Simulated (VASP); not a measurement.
# H6C2O in VASP: further runs, part 2 of 2

VASP 6.6.1.

**3. Single point, PBE+D3(BJ)**

INCAR reads:

```
PREC = Accurate
ENCUT = 520
EDIFF = 1E-7
ISMEAR = -1
SIGMA = 0.02
LREAL = Auto
LASPH = T
NELM = 60
ALGO = Normal
ISIF = 2
LWAVE = F
LCHARG = F
GGA = PE
IVDW = 12
NBANDS = 64
```

KPOINTS reads:

```
Automatic mesh
0
Gamma
  1 1 1
```

POSCAR reads:

```
H6C2O
1.0
    7.0419250000      0.0000000000      0.0000000000
    0.0000000000      7.0419250000      0.0000000000
    0.0000000000      0.0000000000      7.0419250000
C O H
8 4 24
Direct
    0.6593793600     -0.0385689992      0.9943587868
    0.6022784963      0.1218132826      1.1280864252
    0.7026771799      0.5153136394      0.5105138155
    0.5216045329      0.6206825548      0.4563950908
    0.2340979207      0.1330176053      0.5819999503
    0.0520738292      0.0800065323      0.5056571889
    0.0145840803      0.5774131363     -0.0343088005
    0.1034092240      0.7610277019     -0.0875470841
    0.4015805337      0.1549292274      1.1254167007
    0.4234353533      0.5294716999      0.2946779467
    0.0142432644     -0.1084362586      0.4710075725
    0.1318957529      0.8500232536      0.0906712298
    0.3831196725      0.2718148802      1.1851730883
    0.6497229096      0.1031252108      1.2712007015
    0.6694618304      0.2447910195      1.0732860688
    0.8057029860     -0.0441356589      0.9665964917
    0.6141360494     -0.1740859211      1.0441747108
    0.5983591135     -0.0153793174      0.8506196814
    0.3354196473      0.6137526316      0.2277360239
    0.4306918918      0.6317306702      0.5802106668
    0.5615367957      0.7705989484      0.4207372274
    0.7992984873      0.6021080883      0.5894552981
    0.6857783916      0.3822676328      0.6023494996
    0.7798577804      0.4578719597      0.3867124401
    0.0508809736     -0.1453011783      0.3499043230
   -0.0784160581      0.1199813971      0.5926362465
    0.0153083141      0.1622993713      0.3750536963
    0.2486678004      0.2925904493      0.5610255718
    0.2336008975      0.1022873717      0.7392722871
    0.3724691757      0.0790408873      0.5087813346
    0.2371226618      0.9454375047      0.0964508994
    0.2405734228      0.7425526401     -0.1710611800
    0.0102244770      0.8471263184     -0.1766704417
   -0.0007952371      0.4690336804     -0.1527565261
    0.1073712089      0.5087955353      0.0762859587
   -0.1273657416      0.5785065873      0.0342235965
```

Potentials or basis: VASP PAW PBE potentials, release 64 (C, O, H).

Launch:

```
$ cat potpaw_PBE.64/C/POTCAR potpaw_PBE.64/O/POTCAR potpaw_PBE.64/H/POTCAR > POTCAR
$ mpirun -np 1 vasp_gam > vasp.out
```

It took 30 s on 1 thread of Intel Xeon 6975P-C (Granite Rapids), shared host; peak memory 0.35 GiB.

The run converged. Its results:

```yaml
Free_energy: -188.6223 eV
Pressure: 0.7 GPa
Largest_force: 4.241 eV/Å
Band_gap_on_the_k_mesh: 5.08 eV
Dispersion_energy_per_atom: -0.040 eV
```

Forces on the atoms (eV/Å):
```
C   -1.687  0.857 -0.487
C   -0.237 -0.633 -1.160
C   -0.332 -2.201 -0.026
C    0.446  0.458 -0.829
C    2.987  1.558  1.407
C   -3.691  1.286 -1.647
C   -0.197 -2.875 -0.063
C    0.591  0.070 -0.590
O    0.113 -2.605 -1.237
O    0.529 -0.115  0.578
O   -0.710 -1.770  2.433
O    1.134  0.994  1.119
H   -0.463  2.280  1.242
H    0.420 -0.430  0.989
H    0.699  1.431 -0.339
H    1.632  0.133  0.268
H   -0.376 -1.078  0.355
H   -0.235  0.024  0.377
H    0.141  0.384  0.507
H   -0.659 -0.137  0.290
H   -0.172 -0.555 -0.199
H    0.446  0.815  0.276
H   -0.479  1.007 -0.602
H   -0.091  0.432 -0.110
H    0.873 -0.683 -2.733
H    1.237  0.312  0.288
H    0.484 -0.027 -0.082
H   -0.092 -0.886  0.475
H    0.608  0.187 -0.883
H   -1.736  0.060  0.721
H   -0.516 -0.065 -0.424
H   -0.786 -0.017  0.631
H   -0.097  0.142 -0.248
H    0.296  0.861  0.545
H   -0.352  0.113 -0.600
H    0.271  0.672 -0.241
```

Stress tensor (GPa, compression positive):
```
-0.21  0.85  0.36
 0.85  2.45  1.06
 0.36  1.06 -0.05
```

Levels at points of the mesh, in eV from the valence-band top:
| k point | band 37 | band 38 | band 39 | band 40 | band 41 | band 42 | band 43 | band 44 |
| --- | --- | --- | --- | --- | --- | --- | --- | --- |
| (0.00, 0.00, 0.00) | -0.54 | -0.44 | -0.37 | 0.00 | 5.08 | 6.37 | 6.60 | 6.78 |

Caveat: the k points lie up to 0.89 Å⁻¹ apart, too coarse for converged energies, forces and pressures; the atoms stand as in a frame of molecular dynamics.

**4. Single point, PBE+D3(BJ)**

INCAR reads:

```
SYSTEM = H6C2O
PREC = Accurate ; ENCUT = 520
EDIFF = 1E-7 ; ISMEAR = -1
SIGMA = 0.02 ; LREAL = Auto
LASPH = .TRUE. ; NELM = 100
ALGO = Normal ; ISIF = 2
LWAVE = .FALSE. ; LCHARG = .FALSE.
GGA = PE ; IVDW = 12
NBANDS = 64
```

KPOINTS reads:

```
Automatic mesh
0
G
  1 1 1
  0 0 0
```

POSCAR reads:

```
H6C2O
1.0
    7.0419250000      0.0000000000      0.0000000000
    0.0000000000      7.0419250000      0.0000000000
    0.0000000000      0.0000000000      7.0419250000
C O H
8 4 24
Direct
    0.6608704296      0.0327609283      0.9529922571
    0.6081007679      0.1726800555      1.1071830501
    0.6467407705      0.4962421497      0.5181821732
    0.4925357768      0.6333211444      0.4557844623
    0.2307749657      0.1651821057      0.5653709746
    0.0369501237      0.0761581528      0.5280232323
    0.0516194080      0.5317864078     -0.0391938284
    0.1566617083      0.7186387245     -0.0826194542
    0.4005580860      0.1536227665      1.1243374503
    0.3693308293      0.5332064741      0.3313014552
    0.0327041256     -0.1148265567      0.4660373406
    0.1801496040      0.7965009568      0.1078114294
    0.3539089099      0.2719568868      1.1608615542
    0.6750710921      0.1408421703      1.2495446913
    0.6368855107      0.3256069896      1.0842631809
    0.8085857205      0.0120421618      0.9211543719
    0.6047068096     -0.1041334578      0.9857389847
    0.5907901604      0.0740422541      0.8176031412
    0.2980861057      0.6368287081      0.2630672721
    0.4075306113      0.6954632434      0.5694465647
    0.5490828147      0.7571651218      0.3698704545
    0.7060711382      0.5729399276      0.6383765803
    0.5759362674      0.3587371351      0.5751268297
    0.7586561913      0.4641486525      0.4166474366
    0.0671691334     -0.1209754435      0.3377911580
   -0.0391228251      0.0911398517      0.6700582582
   -0.0499863319      0.1788147417      0.4352361038
    0.2284886590      0.3193870994      0.5844282636
    0.3229372650      0.0892937656      0.6752415000
    0.3185634610      0.1566759089      0.4179538975
    0.2539788481      0.9184562460      0.0863258271
    0.2964246282      0.6880078956     -0.1358577378
    0.0778622323      0.8076058748     -0.1803484133
   -0.0033939583      0.4517372735     -0.1712031866
    0.1379878371      0.4272837328      0.0423889774
   -0.0678365646      0.5779243602      0.0489638842
```

Launch:

```
$ cat potpaw_PBE.64/C/POTCAR potpaw_PBE.64/O/POTCAR potpaw_PBE.64/H/POTCAR > POTCAR
$ mpirun -np 1 vasp_gam > vasp.out
```

Run time: 33 s. Hardware: 1 thread of Intel Xeon 6975P-C (Granite Rapids), shared host; peak memory 0.35 GiB.

It converged, with:

| Property | Result |
| --- | --- |
| Free energy | -188.6588 eV |
| Pressure | -1.1 GPa |
| Largest force | 3.727 eV/Å |
| Band gap on the k mesh | 4.90 eV |
| Dispersion energy per atom | -0.040 eV |

Forces on the atoms (eV/Å):
```
C   -0.446  1.056 -0.880
C   -0.517 -0.102  0.913
C   -1.308 -0.337  1.581
C    0.618  0.153 -1.688
C    2.434 -1.094 -2.601
C   -1.074  1.916  1.257
C   -0.434 -0.653 -1.408
C   -0.422 -2.017  1.262
O    1.323 -2.152 -0.842
O   -1.148  0.574 -1.077
O   -0.642  0.337  2.497
O    0.807  2.143 -0.858
H   -0.805  2.281  0.927
H   -0.321 -0.145 -0.718
H    0.186 -0.326 -0.479
H    0.864  0.218  0.161
H   -0.414 -1.037  0.488
H    0.232  0.021  0.304
H    0.149 -0.871  0.134
H    0.092 -0.060  0.600
H    0.211 -0.468  0.730
H    0.758 -0.272  0.465
H    0.843  1.345 -0.636
H   -0.056  0.025 -0.301
H    0.600 -0.220 -2.259
H    0.110 -0.697 -0.893
H    0.721 -0.947  0.308
H   -0.322 -0.026  0.450
H   -1.000  0.632 -0.705
H   -1.119 -0.141  2.295
H   -0.396 -0.703  0.681
H    0.721  0.000 -0.593
H   -0.233  0.442 -0.057
H    0.489  0.949  1.156
H   -0.175  0.557 -0.247
H   -0.325 -0.380  0.035
```

Stress tensor (GPa, compression positive):
```
 0.35 -0.07 -0.40
-0.07 -2.48  0.75
-0.40  0.75 -1.03
```

Levels at points of the mesh, in eV from the valence-band top:
```
           k point  band 36  band 37  band 38  band 39  band 40  band 41  band 42  band 43  band 44  band 45
(0.00, 0.00, 0.00)    -1.34    -1.02    -0.49    -0.29     0.00     4.90     6.10     6.42     6.71     6.95
```

Caveat: the k points lie up to 0.89 Å⁻¹ apart, too coarse for converged energies, forces and pressures; the atoms stand as in a frame of molecular dynamics.

**5. The runs side by side**

```tsv
cell	gap on the mesh (eV)	pressure (GPa)	largest force (eV/Å)
as given, atomic positions A	5.03	0.3	3.12
as given, atomic positions B	5.08	0.7	4.24
as given, atomic positions C	4.90	-1.1	3.73
```

Alike in all rows: task single point; level PBE+D3(BJ); potentials or basis VASP PAW PBE potentials, release 64 (C, O, H); no spin polarisation; k mesh 1 × 1 × 1; cutoff (eV) 520; smearing fermi-dirac 0.02 eV.

Caveats: all runs use coarse meshes; the atoms stand as in a frame of molecular dynamics.

Total energies depend on the potentials used, so only differences within one code and one set of settings carry meaning.
